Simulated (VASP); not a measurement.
Set up this calculation in VASP 6.6.1, as the native input.

- Task: single point
- Functional: r2SCAN
- Potentials or basis: VASP PAW PBE potentials, release 64 (N, Ga_d, P)
- Cutoff: 520 eV
- k mesh: 6 × 6 × 6
- Occupations: gaussian, width 0.01 eV
- Spin: no spin polarisation
- Dipole correction: no
- Further INCAR settings: ALGO = Normal; EDIFF = 1e-07; NBANDS = 46

The system is Ga4PN3.

```
N Ga P
1.0
    -2.42642    2.42642    4.78395
     2.42642   -2.42642    4.78395
     2.42642    2.42642   -4.78395
N Ga P
3 4 1
Direct
  0.25000 0.75000 0.50000
  0.50000 0.50000 0.00000
  0.75000 0.25000 0.50000
  0.85867 0.41167 0.00000
  0.14133 0.14133 0.55301
  0.41167 0.85867 0.00000
  0.58833 0.58833 0.44699
  0.00000 0.00000 0.00000
```

These files were run (other wordings do the same):

POSCAR

```
Ga4PN3
1.0
   -2.4264197957      2.4264197957      4.7839541538
    2.4264197957     -2.4264197957      4.7839541538
    2.4264197957      2.4264197957     -4.7839541538
N Ga P
3 4 1
Direct
    0.2500000000      0.7500000000      0.5000000000
    0.5000000000      0.5000000000      0.0000000000
    0.7500000000      0.2500000000      0.5000000000
    0.8586653287      0.4116748426      0.0000000000
    0.1413346713      0.1413346713      0.5530095139
    0.4116748426      0.8586653287      0.0000000000
    0.5883251574      0.5883251574      0.4469904861
    0.0000000000      0.0000000000      0.0000000000
```

INCAR.step1

```
SYSTEM = Ga4PN3
PREC = Accurate
ENCUT = 520
ISMEAR = 0
SIGMA = 0.01
LREAL = .FALSE.
LASPH = .TRUE.
NELM = 100
NBANDS = 46
GGA = PE
ALGO = Normal
EDIFF = 1E-4
LWAVE = .TRUE.
LCHARG = .FALSE.
```

INCAR.step2

```
SYSTEM = Ga4PN3
PREC = Accurate
ENCUT = 520
EDIFF = 1E-7
ISMEAR = 0
SIGMA = 0.01
LREAL = .FALSE.
LASPH = .TRUE.
NELM = 100
ALGO = Normal
ISIF = 2
LWAVE = .FALSE.
LCHARG = .FALSE.
METAGGA = R2SCAN
LMIXTAU = .TRUE.
NBANDS = 46
ISTART = 1
```

KPOINTS

```
regular mesh
0
G
  6 6 6
  0 0 0
```

Potentials or basis: VASP PAW PBE potentials, release 64 (N, Ga_d, P).

Command:

```console
$ cat potpaw_PBE.64/N/POTCAR potpaw_PBE.64/Ga_d/POTCAR potpaw_PBE.64/P/POTCAR > POTCAR
$ cp INCAR.step1 INCAR
$ mpirun -np 1 vasp_std > vasp.out
$ cp INCAR.step2 INCAR
$ mpirun -np 1 vasp_std > vasp.out
```

It gave:

```
Pressure               : -7.6 GPa
Largest force          : 0.147 eV/Å
Band gap on the k mesh : 0.89 eV
```

Caveat: the cell stands under tension; the PAW data sets were made with another functional, which shifts forces and pressure a little.

It took 10 min on 1 thread of Intel(R) Xeon(R) Platinum 8488C (Sapphire Rapids), on a shared host, peak memory 0.44 GiB.
